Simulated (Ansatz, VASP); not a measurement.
# One calculation of Al, two programs

```
Al
1.0
     0.00000    3.02335    3.02335
     3.02335    0.00000    3.02335
     3.02335    3.02335    0.00000
Al
2
Direct
  0.00000 0.00000 0.00000
  0.25000 0.25000 0.25000
```

Alike in both runs: task electric field gradients; functional PBEsol; k mesh 9 × 9 × 9; occupations fermi-dirac, width 0.08 eV; no spin polarisation.

|  | VASP | Ansatz |
| --- | --- | --- |
| version | VASP 6.6.1 | Ansatz 0.2.0 |
| potentials or method | VASP PAW PBE potentials, release 64 (Al) | PAW with Ansatz's default frozen-core files, scalar-relativistic |
| plane-wave cutoff (eV) | 520 | 420 |
| valence electrons in the cell | 6 | 6 |

```csv
,VASP,Ansatz,Ansatz less VASP
pressure (GPa),-1.0,-1.0,-0.04
```

VASP's potentials were made for PBE, not for PBEsol.
